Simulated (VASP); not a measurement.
# C (P6_3/mmc) in VASP: single point with PBEsol

Aim: the single point of C with PBEsol.

Everything below comes from runs of VASP 6.6.1. Logs are shortened: lines on timing, memory, paths and dates and some standing lists are left out, and cuts for length are marked.

**1. The cell of the first run**

The structure is hexagonal, space group P6_3/mmc (No. 194). Conventional cell: a = 2.505 Å, b = 2.505 Å, c = 8.264 Å, α = 90.00°, β = 90.00°, γ = 120.00°. C (site symmetry 3m) has 4 C at 1.54 Å within 2.0 Å. Within 2.0 Å of C (site symmetry 3m) lie 4 C at 1.54 to 1.56 Å.

**2. Single point, PBEsol**

Contents of INCAR:

```
SYSTEM = C
PREC     = Accurate       ! precision mode
ENCUT    = 1300           ! plane-wave cutoff, eV
EDIFF    = 1E-6           ! SCF threshold, eV
ISMEAR   = -1             ! smearing method
SIGMA    = 0.03           ! smearing width, eV
LREAL    = .False.        ! projectors in reciprocal space
LASPH    = .True.         ! aspherical terms in the spheres
NELM     = 120            ! most SCF steps
ALGO     = Normal         ! electronic algorithm
ISIF     = 2              ! what is computed and relaxed
LWAVE    = .False.        ! write WAVECAR
LCHARG   = .False.        ! write CHGCAR
GGA      = PS             ! functional
NBANDS   = 26             ! bands
GGA_COMPAT= .False.
```

Contents of KPOINTS:

```
Automatic mesh
0
Gamma
  9 9 4
  0 0 0
```

Contents of POSCAR:

```
C
1.0
    2.5053830681      0.0000000000      0.0000000000
   -1.2526915340      2.1697253832      0.0000000000
    0.0000000000      0.0000000000      8.2644485576
C
8
Direct
    0.0000000000      0.0000000000      0.0007988578
    0.3333333333      0.6666666667      0.2492916855
    0.0000000000      0.0000000000      0.5007988578
    0.6666666667      0.3333333333      0.7492916855
    0.0000000000      0.0000000000      0.1867011422
    0.3333333333      0.6666666667      0.4382083145
    0.0000000000      0.0000000000      0.6867011422
    0.6666666667      0.3333333333      0.9382083145
```

Potentials or basis: VASP PAW PBE potentials, release 64 (C_h).

Run with:

```bash
cat potpaw_PBE.64/C_h/POTCAR > POTCAR
mpirun -np 1 vasp_std > vasp.out
```

OUTCAR:

```text
SYSTEM = C
   PREC = Accurate
   ENCUT = 1300
   EDIFF = 1E-6
   ISMEAR = -1
   LREAL = .False.
   LASPH = .True.
   NELM = 120
   ISIF = 2
   GGA = PS

 ion  position               nearest neighbor table
   1  0.000  0.000  0.001-
   2  0.333  0.667  0.249-
   3  0.000  0.000  0.501-
   4  0.667  0.333  0.749-
   5  0.000  0.000  0.187-
   6  0.333  0.667  0.438-
   7  0.000  0.000  0.687-
   8  0.667  0.333  0.938-

  LATTYP: Found a hexagonal cell.
 ALAT       =     2.5053830681
 C/A-ratio  =     3.2986766227

  Lattice vectors:

 A1 = (   2.5053830681,   0.0000000000,   0.0000000000)
 A2 = (  -1.2526915340,   2.1697253832,   0.0000000000)
 A3 = (   0.0000000000,   0.0000000000,   8.2644485576)

Analysis of symmetry for initial positions (statically):
=====================================================================
 Subroutine PRICEL returns:
 Original cell was already a primitive cell.

 Routine SETGRP: Setting up the symmetry group for a
 hexagonal supercell.

 Subroutine GETGRP returns: Found 24 space group operations
 (whereof  6 operations were pure point group operations)
 out of a pool of 24 trial point group operations.

The static configuration has the point symmetry C_3v.
 The point group associated with its full space group is D_6h.

Analysis of symmetry for dynamics (positions and initial velocities):
=====================================================================
 Subroutine PRICEL returns:
 Original cell was already a primitive cell.

 Routine SETGRP: Setting up the symmetry group for a
 hexagonal supercell.

 Subroutine GETGRP returns: Found 24 space group operations
 (whereof  6 operations were pure point group operations)
 out of a pool of 24 trial point group operations.

The dynamic configuration has the point symmetry C_3v.
 The point group associated with its full space group is D_6h.

 Subroutine INISYM returns: Found 24 space group operations
 (whereof  6 operations are pure point group operations),
 and found     1 'primitive' translations

----------------------------------------------------------------------------------------

                                     Primitive cell

  volume of cell :      44.9255

  direct lattice vectors                    reciprocal lattice vectors
     2.505383068  0.000000000  0.000000000     0.399140560  0.230443910  0.000000000
    -1.252691534  2.169725383  0.000000000     0.000000000  0.460887819  0.000000000
     0.000000000  0.000000000  8.264448558     0.000000000  0.000000000  0.121000209

  length of vectors
     2.505383068  2.505383068  8.264448558     0.460887819  0.460887819  0.121000209

  position of ions in fractional coordinates (direct lattice)
     0.000000000  0.000000000  0.000798858
     0.333333333  0.666666667  0.249291685
     0.000000000  0.000000000  0.500798858
     0.666666667  0.333333333  0.749291685
     0.000000000  0.000000000  0.186701142
     0.333333333  0.666666667  0.438208315
     0.000000000  0.000000000  0.686701142
     0.666666667  0.333333333  0.938208315

  ion indices of the primitive-cell ions
   primitive index   ion index
                 1           1
                 2           2
                 3           3
                 4           4
                 5           5
                 6           6
                 7           7
                 8           8

----------------------------------------------------------------------------------------

 KPOINTS: Automatic mesh

Automatic generation of k-mesh.
 Grid dimensions read from file:
 generate k-points for:    9    9    4

 Generating k-lattice:

  Cartesian coordinates                     Fractional coordinates (reciprocal lattice)
     0.044348951  0.025604879  0.000000000     0.111111111  0.000000000  0.000000000
     0.000000000  0.051209758  0.000000000     0.000000000  0.111111111  0.000000000
     0.000000000  0.000000000  0.030250052     0.000000000  0.000000000  0.250000000

  Length of vectors
     0.051209758  0.051209758  0.030250052

  Shift w.r.t. Gamma in fractional coordinates (k-lattice)
     0.000000000  0.000000000  0.000000000

 Subroutine IBZKPT returns following result:
 ===========================================

 Found     36 irreducible k-points:

 Following reciprocal coordinates:
            Coordinates               Weight
  0.000000  0.000000  0.000000      1.000000
  0.111111  0.000000  0.000000      6.000000
  0.222222  0.000000  0.000000      6.000000
  0.333333  0.000000  0.000000      6.000000
  0.444444  0.000000  0.000000      6.000000
  0.111111  0.111111  0.000000      6.000000
[... 16 lines left out ...]
  0.333333  0.222222  0.250000     24.000000
  0.333333  0.333333  0.250000      4.000000
 [... further k-points ...]
   k-points           NKPTS =     36   k-points in BZ     NKDIM =     36   number of bands    NBANDS=     26
   number of dos      NEDOS =    301   number of ions     NIONS =      8
   total plane-waves  NPLWV =  88200
   dimension x,y,z NGX =    30 NGY =   30 NGZ =   98
   dimension x,y,z NGXF=    60 NGYF=   60 NGZF=  196
   ions per type =               8
   NGX,Y,Z   is equivalent  to a cutoff of  19.91, 19.91, 19.71 a.u.
   NGXF,Y,Z  is equivalent  to a cutoff of  39.81, 39.81, 39.43 a.u.
 SYSTEM =  C
   PREC   = accura    normal or accurate (medium, high low for compatibility)
   ISTART =      0    job   : 0-new  1-cont  2-samecut
   ICHARG =      2    charge: 1-file 2-atom 10-const
   ISPIN  =      1    spin polarized calculation?
   LNONCOLLINEAR =      F non collinear calculations
   LSORBIT =      F    spin-orbit coupling
   LASPH  =      T    aspherical Exc in radial PAW
   ENCUT  = 1300.0 eV  95.55 Ry    9.77 a.u.   7.37  7.37 24.30*2*pi/ulx,y,z
   NELM   =    120;   NELMIN=  2; NELMDL= -5     # of ELM steps
   EDIFF  = 0.1E-05   stopping-criterion for ELM
   LREAL  =      F    real-space projection
   EDIFFG = 0.1E-04   stopping-criterion for IOM
   NSW    =      0    number of steps for IOM
   IBRION =     -1    ionic relax: 0-MD 1-quasi-New 2-CG
   NFREE  =      0    steps in history (QN), initial steepest desc. (CG)
   ISIF   =      2    stress and relaxation
   ISYM   =      2    0-nonsym 1-usesym 2-fastsym
   POTIM  = 0.5000    time-step for ionic-motion
   TEBEG  =    0.0;   TEEND  =   0.0 temperature during run
   PSTRESS=    0.0 pullay stress
   NELECT =      32.0000    total number of electrons
   NUPDOWN=      -1.0000    fix difference up-down
   EMIN   =  10.00;   EMAX   =-10.00  energy-range for DOS
   EFERMI =   0.00;   METHOD = LEGACY
   ISMEAR =    -1;   SIGMA  =   0.03  broadening in eV -4-tet -1-fermi 0-gaus
   EFERMI_NEDOS =   21; number of points for ismear=-14 and -15
   IALGO  =     38    algorithm
   IMIX   =      4    mixing-type and parameters
     AMIX     =   0.40;   BMIX     =  1.00
     AMIX_MAG =   1.60;   BMIX_MAG =  1.00
  volume/ion in A,a.u.               =       5.62        37.90
  Fermi-wavevector in a.u.,A,eV,Ry     =   1.462044  2.762863 29.083457  2.137574
  Thomas-Fermi vector in A             =   2.578304
   LORBIT       =      0    0 simple, 1 ext, 2 COOP (PROOUT), +10 PAW based schemes
   GGA     = PS    functional components
   LHFCALC =     F    Hartree Fock is set to
   AEXX    =    0.0000 exact exchange contribution
   IVDW    =     0    specifies the selected vdW correction
   LEPSILON=     F    determine dielectric tensor
   LRPA    =     F    only Hartree local field effects (RPA)
 non-spin polarized calculation
  energy-cutoff  :     1300.00
  volume of cell :       44.93
 maximum number of plane-waves:      4829
 NGX is ok and might be reduce to    30
   NGX = 15   NGY = 15   NGZ = 49

 number of electron      32.0000000 magnetization

 Free energy of the ion-electron system (eV)
  ---------------------------------------------------
  ext. energy  EPLUGINS =         0.00000000
  ---------------------------------------------------
  free energy    TOTEN  =       -77.04071091 eV

  energy without entropy =      -77.04071091  energy(sigma->0) =      -77.04071091

 E-fermi :  11.8499     XC(G=0): -13.6212

 val. band max:       11.2116572154   @ k =   0.0000   0.0000   0.0000
 cond. band min:      15.6593526410   @ k =   0.4444   0.0000   0.0000
 fundamental gap:      4.4476954256
 Fermi energy:        11.8499233817

 k-point     1 :       0.0000    0.0000    0.0000
  band No.  band energies     occupation
      1     -10.5922      2.00000
      2      -8.9337      2.00000
      3      -8.8290      2.00000
      4      -4.8121      2.00000
      5      -2.5138      2.00000
      6       4.2752      2.00000
[... 18 lines left out ...]
     25      19.5061      0.00000
     26      19.8373      0.00000

 k-point     2 :       0.1111    0.0000    0.0000
  band No.  band energies     occupation
      1     -10.2841      2.00000
      2      -8.6300      2.00000
      3      -8.5266      2.00000
      4      -4.5380      2.00000
      5      -2.2261      2.00000
      6       4.4263      2.00000
[... 18 lines left out ...]
     25      20.0889      0.00000
     26      20.8032      0.00000

 k-point     3 :       0.2222    0.0000    0.0000
  band No.  band energies     occupation
      1      -9.3657      2.00000
      2      -7.7256      2.00000
      3      -7.6275      2.00000
      4      -3.7224      2.00000
      5      -1.4069      2.00000
      6       3.6872      2.00000
[... 572 lines left out ...]
 k-point    23 :       0.3333    0.2222    0.2500
  band No.  band energies     occupation
      1      -4.9401      2.00000
      2      -4.1952      2.00000
      3      -2.9192      2.00000
      4      -2.0649      2.00000
      5      -1.2512      2.00000
      6      -0.3571      2.00000
[... 18 lines left out ...]
     25      22.9942      0.00000
     26      23.6179      0.00000

 k-point    24 :       0.3333    0.3333    0.2500
  band No.  band energies     occupation
      1      -3.3515      2.00000
      2      -2.8703      2.00000
      3      -2.8703      2.00000
      4      -2.6840      2.00000
      5      -0.7482      2.00000
      6      -0.5413      2.00000
[... 18 lines left out ...]
     25      24.0419      0.00000
     26      24.0582      0.00000

 [... further k-points ...]

------------------------ aborting loop because EDIFF is reached ----------------------------------------

  FORCE on cell =-STRESS in cart. coord.  units (eV):
  Direction    XX          YY          ZZ          XY          YZ          ZX
  --------------------------------------------------------------------------------------
  -------------------------------------------------------------------------------------
  Total        0.0387540      0.0387540      0.0367218      0.0000000      0.0000000      0.0000000
  in kB        1.3820827      1.3820827      1.3096102      0.0000000      0.0000000      0.0000000
  external PRESSURE =       1.3579252 kB  Pullay stress =       0.0000000 kB

 VOLUME and BASIS-vectors are now :
 -----------------------------------------------------------------------------
  energy-cutoff  :     1300.00
  volume of cell :       44.93
      direct lattice vectors                 reciprocal lattice vectors
     2.505383068  0.000000000  0.000000000     0.399140560  0.230443910  0.000000000
    -1.252691534  2.169725383  0.000000000     0.000000000  0.460887819  0.000000000
     0.000000000  0.000000000  8.264448558     0.000000000  0.000000000  0.121000209

 POSITION                                       TOTAL-FORCE (eV/Angst)
 -----------------------------------------------------------------------------------
      0.00000      0.00000      0.00660         0.000000     -0.000000     -0.000996
     -0.00000      1.44648      2.06026         0.000000      0.000000     -0.000050
      0.00000      0.00000      4.13883        -0.000000      0.000000     -0.000996
      1.25269      0.72324      6.19248        -0.000000      0.000000     -0.000050
      0.00000      0.00000      1.54298        -0.000000      0.000000      0.000996
     -0.00000      1.44648      3.62155         0.000000     -0.000000      0.000050
      0.00000      0.00000      5.67521         0.000000      0.000000      0.000996
      1.25269      0.72324      7.75377        -0.000000      0.000000      0.000050
 -----------------------------------------------------------------------------------
    total drift:                                0.000000      0.000000      0.000000

  FREE ENERGIE OF THE ION-ELECTRON SYSTEM (eV)
  ---------------------------------------------------
  free  energy   TOTEN  =       -77.0407109145 eV

  energy  without entropy=      -77.0407109145  energy(sigma->0) =      -77.04071091
```

Run time: 2 min. Hardware: 1 thread of Intel Xeon Platinum 8259CL at 2.50GHz (Skylake/Cascade Lake), shared host; peak memory 0.32 GiB.

What came out:

```
Free energy            : -77.0407 eV
Pressure               : 0.1 GPa
Band gap on the k mesh : 4.45 eV (least direct gap 5.27 eV)
```

Caveat: the PAW data sets were made with another functional, which shifts forces and pressure a little. A k mesh can miss the band edges.
